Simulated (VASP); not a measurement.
# I (Im-3m) in VASP: a series of runs

The runs below take I through single point, with LDA.

Everything below comes from runs of VASP 6.6.1. Logs are shortened: lines on timing, memory, paths and dates and some standing lists are left out, and cuts for length are marked.

### 1 The cell of the first run

It takes space group Im-3m (No. 229, cubic). The conventional cell has a = 4.151 Å, b = 4.151 Å, c = 4.151 Å, α = 90.00°, β = 90.00°, γ = 90.00°. Within 4.7 Å of I (site symmetry m-3m) lie 14 I at 3.59 to 4.15 Å.

### 2 Single point, LDA

Input file INCAR:

```
ALGO     = Normal         # electronic algorithm
EDIFF    = 1E-6           # SCF threshold, eV
ENCUT    = 500            # plane-wave cutoff, eV
GGA_COMPAT= False        
ISIF     = 2              # what is computed and relaxed
ISMEAR   = -1             # smearing method
LASPH    = True           # aspherical terms in the spheres
LCHARG   = False          # write CHGCAR
LREAL    = False          # projectors in reciprocal space
LWAVE    = False          # write WAVECAR
NBANDS   = 10             # bands
NELM     = 120            # most SCF steps
PREC     = Accurate       # precision mode
SIGMA    = 0.1            # smearing width, eV
```

Input file KPOINTS:

```
k-points
0
Gamma
  10 10 10
```

Input file POSCAR:

```
I
1.0
   -2.0753519265      2.0753519265      2.0753519265
    2.0753519265     -2.0753519265      2.0753519265
    2.0753519265      2.0753519265     -2.0753519265
I
1
Direct
    0.0000000000      0.0000000000      0.0000000000
```

Potentials or basis: VASP PAW LDA potentials, release 64 (I).

Launch:

```bash
$ cat potpaw_LDA.64/I/POTCAR > POTCAR
$ mpirun -np 1 vasp_std > vasp.out
```

OUTCAR:

```text
EDIFF = 1E-6
   ENCUT = 500
   ISIF = 2
   ISMEAR = -1
   LASPH = True
   LREAL = False
   NELM = 120
   PREC = Accurate

 ion  position               nearest neighbor table
   1  0.000  0.000  0.000-

  LATTYP: Found a body centered cubic cell.
 ALAT       =     4.1507038530

  Lattice vectors:

 A1 = (  -2.0753519265,   2.0753519265,   2.0753519265)
 A2 = (   2.0753519265,  -2.0753519265,   2.0753519265)
 A3 = (   2.0753519265,   2.0753519265,  -2.0753519265)

Analysis of symmetry for initial positions (statically):
=====================================================================
 Subroutine PRICEL returns:
 Original cell was already a primitive cell.

 Routine SETGRP: Setting up the symmetry group for a
 body centered cubic supercell.

 Subroutine GETGRP returns: Found 48 space group operations
 (whereof 48 operations were pure point group operations)
 out of a pool of 48 trial point group operations.

The static configuration has the point symmetry O_h .

Analysis of symmetry for dynamics (positions and initial velocities):
=====================================================================
 Subroutine PRICEL returns:
 Original cell was already a primitive cell.

 Routine SETGRP: Setting up the symmetry group for a
 body centered cubic supercell.

 Subroutine GETGRP returns: Found 48 space group operations
 (whereof 48 operations were pure point group operations)
 out of a pool of 48 trial point group operations.

The dynamic configuration has the point symmetry O_h .

 Subroutine INISYM returns: Found 48 space group operations
 (whereof 48 operations are pure point group operations),
 and found     1 'primitive' translations

----------------------------------------------------------------------------------------

                                     Primitive cell

  volume of cell :      35.7549

  direct lattice vectors                    reciprocal lattice vectors
    -2.075351927  2.075351927  2.075351927     0.000000000  0.240922994  0.240922994
     2.075351927 -2.075351927  2.075351927     0.240922994  0.000000000  0.240922994
     2.075351927  2.075351927 -2.075351927     0.240922994  0.240922994  0.000000000

  length of vectors
     3.594614980  3.594614980  3.594614980     0.340716566  0.340716566  0.340716566

  position of ions in fractional coordinates (direct lattice)
     0.000000000  0.000000000  0.000000000

  ion indices of the primitive-cell ions
   primitive index   ion index
                 1           1

----------------------------------------------------------------------------------------

 KPOINTS: k-points

Automatic generation of k-mesh.
 Grid dimensions read from file:
 generate k-points for:   10   10   10

 Generating k-lattice:

  Cartesian coordinates                     Fractional coordinates (reciprocal lattice)
     0.000000000  0.024092299  0.024092299     0.100000000  0.000000000  0.000000000
     0.024092299  0.000000000  0.024092299     0.000000000  0.100000000  0.000000000
     0.024092299  0.024092299  0.000000000     0.000000000  0.000000000  0.100000000

  Length of vectors
     0.034071657  0.034071657  0.034071657

  Shift w.r.t. Gamma in fractional coordinates (k-lattice)
     0.000000000  0.000000000  0.000000000

 Subroutine IBZKPT returns following result:
 ===========================================

 Found     47 irreducible k-points:

 Following reciprocal coordinates:
            Coordinates               Weight
  0.000000  0.000000  0.000000      1.000000
  0.100000  0.000000  0.000000     12.000000
  0.200000  0.000000  0.000000     12.000000
  0.300000  0.000000  0.000000     12.000000
  0.400000  0.000000  0.000000     12.000000
  0.500000  0.000000  0.000000      6.000000
[... 16 lines left out ...]
  0.300000  0.300000  0.100000      8.000000
 -0.300000  0.300000  0.100000     24.000000
 [... further k-points ...]
   k-points           NKPTS =     47   k-points in BZ     NKDIM =     47   number of bands    NBANDS=     10
   number of dos      NEDOS =    301   number of ions     NIONS =      1
   total plane-waves  NPLWV =  21952
   dimension x,y,z NGX =    28 NGY =   28 NGZ =   28
   dimension x,y,z NGXF=    56 NGYF=   56 NGZF=   56
   ions per type =               1
   NGX,Y,Z   is equivalent  to a cutoff of  12.95, 12.95, 12.95 a.u.
   NGXF,Y,Z  is equivalent  to a cutoff of  25.90, 25.90, 25.90 a.u.
 SYSTEM =  unknown system
   PREC   = accura    normal or accurate (medium, high low for compatibility)
   ISTART =      0    job   : 0-new  1-cont  2-samecut
   ICHARG =      2    charge: 1-file 2-atom 10-const
   ISPIN  =      1    spin polarized calculation?
   LNONCOLLINEAR =      F non collinear calculations
   LSORBIT =      F    spin-orbit coupling
   LASPH  =      T    aspherical Exc in radial PAW
   ENCUT  =  500.0 eV  36.75 Ry    6.06 a.u.   6.55  6.55  6.55*2*pi/ulx,y,z
   NELM   =    120;   NELMIN=  2; NELMDL= -5     # of ELM steps
   EDIFF  = 0.1E-05   stopping-criterion for ELM
   LREAL  =      F    real-space projection
   EDIFFG = 0.1E-04   stopping-criterion for IOM
   NSW    =      0    number of steps for IOM
   IBRION =     -1    ionic relax: 0-MD 1-quasi-New 2-CG
   NFREE  =      0    steps in history (QN), initial steepest desc. (CG)
   ISIF   =      2    stress and relaxation
   ISYM   =      2    0-nonsym 1-usesym 2-fastsym
   POTIM  = 0.5000    time-step for ionic-motion
   TEBEG  =    0.0;   TEEND  =   0.0 temperature during run
   PSTRESS=    0.0 pullay stress
   NELECT =       7.0000    total number of electrons
   NUPDOWN=      -1.0000    fix difference up-down
   EMIN   =  10.00;   EMAX   =-10.00  energy-range for DOS
   EFERMI =   0.00;   METHOD = LEGACY
   ISMEAR =    -1;   SIGMA  =   0.10  broadening in eV -4-tet -1-fermi 0-gaus
   EFERMI_NEDOS =   21; number of points for ismear=-14 and -15
   IALGO  =     38    algorithm
   IMIX   =      4    mixing-type and parameters
     AMIX     =   0.40;   BMIX     =  1.00
     AMIX_MAG =   1.60;   BMIX_MAG =  1.00
  volume/ion in A,a.u.               =      35.75       241.29
  Fermi-wavevector in a.u.,A,eV,Ry     =   0.950596  1.796365 12.294658  0.903632
  Thomas-Fermi vector in A             =   2.078987
   LORBIT       =      0    0 simple, 1 ext, 2 COOP (PROOUT), +10 PAW based schemes
   GGA     = CA    functional components
   LHFCALC =     F    Hartree Fock is set to
   AEXX    =    0.0000 exact exchange contribution
   IVDW    =     0    specifies the selected vdW correction
   LEPSILON=     F    determine dielectric tensor
   LRPA    =     F    only Hartree local field effects (RPA)
 non-spin polarized calculation
  energy-cutoff  :      500.00
  volume of cell :       35.75
 maximum number of plane-waves:       935
 NGX is ok and might be reduce to    28
   NGX = 13   NGY = 13   NGZ = 13

 number of electron       7.0000001 magnetization

 Free energy of the ion-electron system (eV)
  ---------------------------------------------------
  ext. energy  EPLUGINS =         0.00000000
  ---------------------------------------------------
  free energy    TOTEN  =        -1.66457523 eV

  energy without entropy =       -1.59985331  energy(sigma->0) =       -1.63221427

 E-fermi :   4.2023     XC(G=0):  -9.2833

 val. band max:        4.1839399001   @ k =  -0.2000   0.3000   0.1000
 cond. band min:       4.2299263116   @ k =   0.3000   0.2000   0.0000
 fundamental gap:      0.0459864116
 Fermi energy:         4.2022799888

 k-point     1 :       0.0000    0.0000    0.0000
  band No.  band energies     occupation
      1      -9.2457      2.00000
      2       5.0267      0.00053
      3       5.0267      0.00053
      4       5.0267      0.00053
      5      10.9156      0.00000
      6      13.9719      0.00000
      7      13.9719      0.00000
      8      13.9719      0.00000
      9      16.1590      0.00000
     10      16.1590      0.00000

 k-point     2 :       0.1000    0.0000    0.0000
  band No.  band energies     occupation
      1      -9.1379      2.00000
      2       4.2908      0.58422
      3       4.8243      0.00397
      4       4.9964      0.00071
      5      11.5060      0.00000
      6      13.4452      0.00000
      7      13.6409      0.00000
      8      14.4729      0.00000
      9      15.3352      0.00000
     10      15.6474      0.00000

 k-point     3 :       0.2000    0.0000    0.0000
  band No.  band energies     occupation
      1      -8.8336      2.00000
      2       2.7880      2.00000
      3       4.3569      0.35134
      4       4.9148      0.00161
      5      11.4848      0.00000
      6      12.5920      0.00000
      7      13.9808      0.00000
      8      15.3687      0.00000
      9      15.8308      0.00000
     10      15.8398      0.00000

 k-point     4 :       0.3000    0.0000    0.0000
  band No.  band energies     occupation
      1      -8.4006      2.00000
      2       1.2740      2.00000
      3       3.8669      1.93247
      4       4.8100      0.00458
      5      10.6202      0.00000
      6      11.8984      0.00000
      7      15.1750      0.00000
      8      15.5842      0.00000
      9      17.3179      0.00000
     10      17.7847      0.00000
[... 222 lines left out ...]
 k-point    22 :      -0.2000    0.2000    0.1000
  band No.  band energies     occupation
      1      -8.7326      2.00000
      2       2.7589      2.00000
      3       4.1362      1.31907
      4       4.4341      0.17930
      5      12.0423      0.00000
      6      13.0032      0.00000
      7      13.0865      0.00000
      8      14.6688      0.00000
      9      15.4505      0.00000
     10      17.5752      0.00000

 k-point    23 :       0.3000    0.3000    0.1000
  band No.  band energies     occupation
      1      -7.6147      2.00000
      2       1.0390      2.00000
      3       1.0390      2.00000
      4       3.1831      1.99993
      5      12.4268      0.00000
      6      14.9494      0.00000
      7      14.9494      0.00000
      8      18.0893      0.00000
      9      18.0893      0.00000
     10      19.9439      0.00000

 k-point    24 :      -0.3000    0.3000    0.1000
  band No.  band energies     occupation
      1      -8.3081      2.00000
      2       1.3398      2.00000
      3       3.6370      1.99301
      4       4.3489      0.37492
      5      11.0747      0.00000
      6      12.4307      0.00000
      7      13.3075      0.00000
      8      16.3607      0.00000
      9      17.4164      0.00000
     10      18.2919      0.00000

 [... further k-points ...]
[... 5 lines left out ...]
  --------------------------------------------------------------------------------------
  -------------------------------------------------------------------------------------
  Total       -0.6784288     -0.6784288     -0.6784288      0.0000000     -0.0000000      0.0000000
  in kB      -30.4004240    -30.4004240    -30.4004240      0.0000000     -0.0000000      0.0000000
  external PRESSURE =     -30.4004240 kB  Pullay stress =       0.0000000 kB

 VOLUME and BASIS-vectors are now :
 -----------------------------------------------------------------------------
  energy-cutoff  :      500.00
  volume of cell :       35.75
      direct lattice vectors                 reciprocal lattice vectors
    -2.075351927  2.075351927  2.075351927     0.000000000  0.240922994  0.240922994
     2.075351927 -2.075351927  2.075351927     0.240922994  0.000000000  0.240922994
     2.075351927  2.075351927 -2.075351927     0.240922994  0.240922994  0.000000000

 POSITION                                       TOTAL-FORCE (eV/Angst)
 -----------------------------------------------------------------------------------
      0.00000      0.00000      0.00000         0.000000     -0.000000      0.000000
 -----------------------------------------------------------------------------------
    total drift:                                0.000000      0.000000      0.000000

  FREE ENERGIE OF THE ION-ELECTRON SYSTEM (eV)
  ---------------------------------------------------
  free  energy   TOTEN  =        -1.6645752344 eV

  energy  without entropy=       -1.5998533062  energy(sigma->0) =       -1.63221427
```

It took 8.1 s on 1 thread of Intel Xeon Platinum 8488C (Sapphire Rapids), shared host; peak memory 0.14 GiB.

What came out:

```
Free energy : -1.6646 eV
Pressure    : -3.0 GPa
```

Levels at points of the mesh, in eV from the Fermi level:
| k point | band 1 | band 2 | band 3 | band 4 | band 5 | band 6 | band 7 | band 8 | band 9 |
| --- | --- | --- | --- | --- | --- | --- | --- | --- | --- |
| (0.00, 0.00, 0.00) | -13.45 | 0.82 | 0.82 | 0.82 | 6.71 | 9.77 | 9.77 | 9.77 | 11.96 |
| (0.50, 0.00, 0.00) | -12.00 | -4.48 | -0.81 | 0.49 | 5.61 | 7.12 | 12.66 | 13.25 | 13.44 |
| (0.50, 0.50, 0.50) | -11.07 | -2.61 | -2.61 | -2.61 | 4.35 | 4.35 | 16.04 | 16.04 | 16.04 |

Caveat: spin-orbit coupling is left out, which moves the levels of the heavy elements; an odd number of electrons without spin polarisation forces a metal; a magnetic or distorted state may lie lower.

(Part 1 of 3 ends here.)
